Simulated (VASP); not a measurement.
Crystal: Ta.

```
Ta
1.0
    -1.68367    1.68367    1.68367
     1.68367   -1.68367    1.68367
     1.68367    1.68367   -1.68367
Ta
1
Direct
  0.00000 0.00000 0.00000
```

Base run:

```yaml
Program: VASP 6.6.1
Functional: r2SCAN
Potentials_or_basis: VASP PAW PBE potentials, release 64 (Ta_sv_GW)
Cutoff: 550 eV
k_mesh: 11 × 11 × 11
Occupations: fermi-dirac, width 0.05 eV
Spin: no spin polarisation
```

Its results: band gap on the k mesh zero (an odd number of electrons rules out a gap without spin polarisation); pressure -11.4 GPa.

Task: After a change of settings the same cell gave: band gap on the k mesh zero (an odd number of electrons rules out a gap without spin polarisation); pressure -29.6 GPa. Which change was it?
A. functional from r2SCAN to PBE0; cutoff from 550 eV to 400 eV; k mesh from 11 × 11 × 11 to 6 × 6 × 6
B. functional from r2SCAN to HSE06; cutoff from 550 eV to 400 eV; k mesh from 11 × 11 × 11 to 6 × 6 × 6
C. functional from r2SCAN to r2SCAN50; cutoff from 550 eV to 440 eV; k mesh from 11 × 11 × 11 to 6 × 6 × 6

Result: C.

Caveats: some runs use coarse meshes; the PAW data sets were made with another functional, which shifts forces and pressure a little; spin-orbit coupling is left out, which moves the levels of the heavy elements; the cell stands under tension (at least some runs).
